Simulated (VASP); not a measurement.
Here is a VASP 6.6.1 calculation.

The input POSCAR:

```
Al
1.0
    0.0000000000      2.0077938079      2.0077938079
    2.0077938079      0.0000000000      2.0077938079
    2.0077938079      2.0077938079      0.0000000000
Al
1
Direct
    0.0000000000      0.0000000000      0.0000000000
```

Contents of INCAR.step1:

```
SYSTEM = Al
  PREC = Accurate
  ENCUT = 520
  ISMEAR = 0
  SIGMA = 0.1
  LREAL = .FALSE.
  LASPH = .TRUE.
  NELM = 100
  NBANDS = 8
  GGA = PE
  ALGO = Normal
  EDIFF = 1E-4
  LWAVE = .TRUE.
  LCHARG = .FALSE.
```

File INCAR.step2:

```
SYSTEM = Al
  PREC = Accurate
  ENCUT = 520
  EDIFF = 1E-6
  ISMEAR = 0
  SIGMA = 0.1
  LREAL = .FALSE.
  LASPH = .TRUE.
  NELM = 100
  ALGO = Normal
  ISIF = 2
  LWAVE = .FALSE.
  LCHARG = .FALSE.
  METAGGA = R2SCAN
  LMIXTAU = .TRUE.
  NBANDS = 8
  ISTART = 1
```

File KPOINTS:

```
Automatic mesh
0
G
  18 18 18
  0 0 0
```

Potentials or basis: VASP PAW PBE potentials, release 64 (Al).

Run with:

```console
$ cat potpaw_PBE.64/Al/POTCAR > POTCAR
$ cp INCAR.step1 INCAR
$ mpirun -np 1 vasp_std > vasp.out
$ cp INCAR.step2 INCAR
$ mpirun -np 1 vasp_std > vasp.out
```

What does it give for the pressure?

-1.9 GPa.

Caveat: the PAW data sets were made with another functional, which shifts forces and pressure a little.
